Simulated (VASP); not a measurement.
# TiC (Immm) in VASP: single point with PBEsol

Aim: the single point of TiC with PBEsol.

Everything below comes from runs of VASP 6.6.1. Logs are shortened: lines on timing, memory, paths and dates and some standing lists are left out, and cuts for length are marked.

### Step 1. The cell of the first run

The structure is orthorhombic, space group Immm (No. 71). Conventional cell: a = 3.032 Å, b = 3.089 Å, c = 4.328 Å, α = 90.00°, β = 90.00°, γ = 90.00°. Within 2.9 Å of Ti (site symmetry mmm) lie 6 C at 2.16 Å. Within 2.9 Å of C (site symmetry mmm) lie 6 Ti at 2.16 Å.

### Step 2. Single point, PBEsol (strain +0.0187 x Voigt [0, 0, 0, 0, 0, 1])

INCAR

```
SYSTEM = TiC
ALGO = Normal ; EDIFF = 1E-7
ENCUT = 520 ; GGA = PS
ISIF = 2 ; ISMEAR = 0
LASPH = .TRUE. ; LCHARG = .FALSE.
LREAL = .FALSE. ; LWAVE = .FALSE.
NBANDS = 15 ; NELM = 80
PREC = Accurate ; SIGMA = 0.15
```

KPOINTS

```
k-points
0
G
  18 18 18
  0 0 0
```

POSCAR

```
TiC
1.0
    0.0202334000      2.1640000000      2.1640000000
    2.1640000000      0.0202334000      2.1640000000
    2.1842334000      2.1842334000      0.0000000000
Ti C
1 1
Direct
    0.0000000000      0.0000000000      0.0000000000
    0.5000000000      0.5000000000      0.5000000000
```

Potentials or basis: VASP PAW PBE potentials, release 64 (Ti_sv, C).

The run is started by

```console
$ cat potpaw_PBE.64/Ti_sv/POTCAR potpaw_PBE.64/C/POTCAR > POTCAR
$ mpirun -np 1 vasp_std > vasp.out
```

OUTCAR:

```text
SYSTEM = TiC
   EDIFF = 1E-7
   ENCUT = 520
   GGA = PS
   ISIF = 2
   ISMEAR = 0
   LASPH = .TRUE.
   LREAL = .FALSE.
   NELM = 80
   PREC = Accurate

 ion  position               nearest neighbor table
   1  0.000  0.000  0.000-   2 2.16   2 2.16   2 2.16   2 2.16   2 2.16   2 2.16
   2  0.500  0.500  0.500-   1 2.16   1 2.16   1 2.16   1 2.16   1 2.16   1 2.16

  LATTYP: Found a body centered orthorhombic cell.
 ALAT       =     3.0317438003
 B/A-ratio  =     1.0188764952
 C/A-ratio  =     1.4275612602

  Lattice vectors:

 A1 = (   2.1640000000,   0.0202334000,  -2.1640000000)
 A2 = (  -2.1640000000,  -0.0202334000,  -2.1640000000)
 A3 = (   0.0202334000,   2.1640000000,   2.1640000000)

Analysis of symmetry for initial positions (statically):
=====================================================================
 Subroutine PRICEL returns:
 Original cell was already a primitive cell.

 Routine SETGRP: Setting up the symmetry group for a
 body centered orthorhombic supercell.

 Subroutine GETGRP returns: Found  8 space group operations
 (whereof  8 operations were pure point group operations)
 out of a pool of  8 trial point group operations.

The static configuration has the point symmetry D_2h.

Analysis of symmetry for dynamics (positions and initial velocities):
=====================================================================
 Subroutine PRICEL returns:
 Original cell was already a primitive cell.

 Routine SETGRP: Setting up the symmetry group for a
 body centered orthorhombic supercell.

 Subroutine GETGRP returns: Found  8 space group operations
 (whereof  8 operations were pure point group operations)
 out of a pool of  8 trial point group operations.

The dynamic configuration has the point symmetry D_2h.

 Subroutine INISYM returns: Found  8 space group operations
 (whereof  8 operations are pure point group operations),
 and found     1 'primitive' translations

----------------------------------------------------------------------------------------

                                     Primitive cell

  volume of cell :      20.2658

  direct lattice vectors                    reciprocal lattice vectors
     0.020233400  2.164000000  2.164000000    -0.233234346  0.233234346  0.231053604
     2.164000000  0.020233400  2.164000000     0.233234346 -0.233234346  0.231053604
     2.184233400  2.184233400  0.000000000     0.228913265  0.228913265 -0.231053604

  length of vectors
[... 92 lines left out ...]
   PSTRESS=    0.0 pullay stress
   NELECT =      16.0000    total number of electrons
   NUPDOWN=      -1.0000    fix difference up-down
   EMIN   =  10.00;   EMAX   =-10.00  energy-range for DOS
   EFERMI =   0.00;   METHOD = LEGACY
   ISMEAR =     0;   SIGMA  =   0.15  broadening in eV -4-tet -1-fermi 0-gaus
   EFERMI_NEDOS =   21; number of points for ismear=-14 and -15
   IALGO  =     38    algorithm
   IMIX   =      4    mixing-type and parameters
     AMIX     =   0.40;   BMIX     =  1.00
     AMIX_MAG =   1.60;   BMIX_MAG =  1.00
  volume/ion in A,a.u.               =      10.13        68.38
  Fermi-wavevector in a.u.,A,eV,Ry     =   1.513074  2.859296 31.149090  2.289394
  Thomas-Fermi vector in A             =   2.622914
   LORBIT       =      0    0 simple, 1 ext, 2 COOP (PROOUT), +10 PAW based schemes
   GGA     = PS    functional components
   LHFCALC =     F    Hartree Fock is set to
   AEXX    =    0.0000 exact exchange contribution
   IVDW    =     0    specifies the selected vdW correction
   LEPSILON=     F    determine dielectric tensor
   LRPA    =     F    only Hartree local field effects (RPA)
 non-spin polarized calculation
 Gauss-broadening in eV      SIGMA  =   0.15
  energy-cutoff  :      520.00
  volume of cell :       20.27
 maximum number of plane-waves:       560
   NGX = 11   NGY = 11   NGZ = 11

 number of electron      16.0000001 magnetization

 Free energy of the ion-electron system (eV)
  ---------------------------------------------------
  ext. energy  EPLUGINS =         0.00000000
  ---------------------------------------------------
  free energy    TOTEN  =       -19.79176551 eV

  energy without entropy =      -19.78837288  energy(sigma->0) =      -19.79006920

 E-fermi :   9.3330     XC(G=0): -12.8731

 val. band max:        9.3261615588   @ k =  -0.0556   0.0556   0.0000
 cond. band min:       9.3365761960   @ k =   0.3889   0.3333   0.0000
 fundamental gap:      0.0104146372
 Fermi energy:         9.3329859556

 k-point     1 :       0.0000    0.0000    0.0000
  band No.  band energies     occupation
      1     -46.9925      2.00000
      2     -23.1249      2.00000
      3     -23.1178      2.00000
      4     -23.1099      2.00000
      5      -3.0491      2.00000
      6       9.9060      0.00000
      7       9.9893      0.00000
      8      10.0856      0.00000
      9      10.9608      0.00000
     10      11.0357      0.00000
     11      11.0644      0.00000
     12      11.0644      0.00000
     13      11.1180      0.00000
     14      19.8441      0.00000
[... 401 lines left out ...]
      2     -23.3666      2.00000
      3     -23.1592      2.00000
      4     -23.1409      2.00000
      5      -1.7512      2.00000
      6       6.7119      2.00000
      7       7.4742      2.00000
      8       7.8408      2.00000
      9      10.7759      0.00000
     10      11.2723      0.00000
     11      12.2486      0.00000
     12      14.5510      0.00000
     13      15.6083      0.00000
     14      20.5985      0.00000
     15      23.5838      0.00000

 [... further k-points ...]

------------------------ aborting loop because EDIFF is reached ----------------------------------------

  FORCE on cell =-STRESS in cart. coord.  units (eV):
  Direction    XX          YY          ZZ          XY          YZ          ZX
  --------------------------------------------------------------------------------------
  -------------------------------------------------------------------------------------
  Total       -0.7399046     -0.7399046     -0.7412300     -0.3929120      0.0000000      0.0000000
  in kB      -58.4955085    -58.4955085    -58.6002890    -31.0629072      0.0000000      0.0000000
  external PRESSURE =     -58.5304354 kB  Pullay stress =       0.0000000 kB

 VOLUME and BASIS-vectors are now :
 -----------------------------------------------------------------------------
  energy-cutoff  :      520.00
  volume of cell :       20.27
      direct lattice vectors                 reciprocal lattice vectors
     0.020233400  2.164000000  2.164000000    -0.233234346  0.233234346  0.231053604
     2.164000000  0.020233400  2.164000000     0.233234346 -0.233234346  0.231053604
     2.184233400  2.184233400  0.000000000     0.228913265  0.228913265 -0.231053604

 POSITION                                       TOTAL-FORCE (eV/Angst)
 -----------------------------------------------------------------------------------
      0.00000      0.00000      0.00000        -0.000000     -0.000000     -0.000000
      2.18423      2.18423      2.16400         0.000000      0.000000      0.000000
 -----------------------------------------------------------------------------------
    total drift:                                0.000000     -0.000000     -0.000000

  FREE ENERGIE OF THE ION-ELECTRON SYSTEM (eV)
  ---------------------------------------------------
  free  energy   TOTEN  =       -19.7917655084 eV

  energy  without entropy=      -19.7883728828  energy(sigma->0) =      -19.79006920
```

OSZICAR:

```text
N       E                     dE             d eps       ncg     rms          rms(c)
DAV:   1     0.115885702207E+03    0.11589E+03   -0.79623E+03 26048   0.128E+03
DAV:   2    -0.177244649473E+02   -0.13361E+03   -0.12511E+03 27707   0.333E+02
DAV:   3    -0.249669554252E+02   -0.72425E+01   -0.71192E+01 33665   0.763E+01
DAV:   4    -0.252052782481E+02   -0.23832E+00   -0.23812E+00 32730   0.127E+01
DAV:   5    -0.252110144727E+02   -0.57362E-02   -0.57345E-02 33736   0.173E+00    0.184E+01
DAV:   6    -0.203819085998E+02    0.48291E+01   -0.11188E+01 37006   0.559E+01    0.669E+00
DAV:   7    -0.198365614588E+02    0.54535E+00   -0.19533E+00 30527   0.198E+01    0.499E+00
DAV:   8    -0.198038424919E+02    0.32719E-01   -0.10943E-01 30137   0.373E+00    0.312E+00
DAV:   9    -0.197961922435E+02    0.76502E-02   -0.93255E-02 33732   0.391E+00    0.847E-01
DAV:  10    -0.197940350319E+02    0.21572E-02   -0.10818E-02 35650   0.146E+00    0.678E-01
DAV:  11    -0.197918322321E+02    0.22028E-02   -0.36844E-03 30087   0.850E-01    0.137E-01
DAV:  12    -0.197917787977E+02    0.53434E-04   -0.28143E-04 31039   0.162E-01    0.493E-02
DAV:  13    -0.197917657020E+02    0.13096E-04   -0.28857E-05 31872   0.435E-02    0.611E-03
DAV:  14    -0.197917658040E+02   -0.10204E-06   -0.73010E-07 30778   0.688E-03    0.439E-03
DAV:  15    -0.197917655459E+02    0.25816E-06   -0.25123E-07 32873   0.849E-03    0.173E-03
DAV:  16    -0.197917655084E+02    0.37469E-07   -0.34662E-08 16363   0.235E-03
   1 F= -.19791766E+02 E0= -.19790069E+02  d E =-.339263E-02
```

stdout:

```text
POSCAR found type information on POSCAR TiC
 POSCAR found :  2 types and       2 ions
 scaLAPACK will be used
 -----------------------------------------------------------------------------
|                                                                             |
|                                                                             |
|     You enforced a specific xc type in the INCAR file but a different       |
|     I HOPE YOU KNOW WHAT YOU ARE DOING!                                     |
|                                                                             |
 -----------------------------------------------------------------------------

 LDA part: xc-table for (Slater+PW92), standard interpolation
 POSCAR, INCAR and KPOINTS ok, starting setup
 FFT: planning ... GRIDC
 FFT: planning ... GRID_SOFT
 FFT: planning ... GRID
 WAVECAR not read
 entering main loop
```

It took 97 s on 1 thread of Intel Xeon Platinum 8559C (Emerald Rapids), shared host; peak memory 0.36 GiB.

Results:

```yaml
Free_energy: -19.7918 eV
Pressure: -5.9 GPa
Band_gap_on_the_k_mesh: zero (band 8 reaches 10.09 eV, above the bottom of band 9 at 8.93 eV)
```

Caveat: the cell differs from its parent crystal (strain +0.0187 x Voigt [0, 0, 0, 0, 0, 1]); the PAW data sets were made with another functional, which shifts forces and pressure a little.
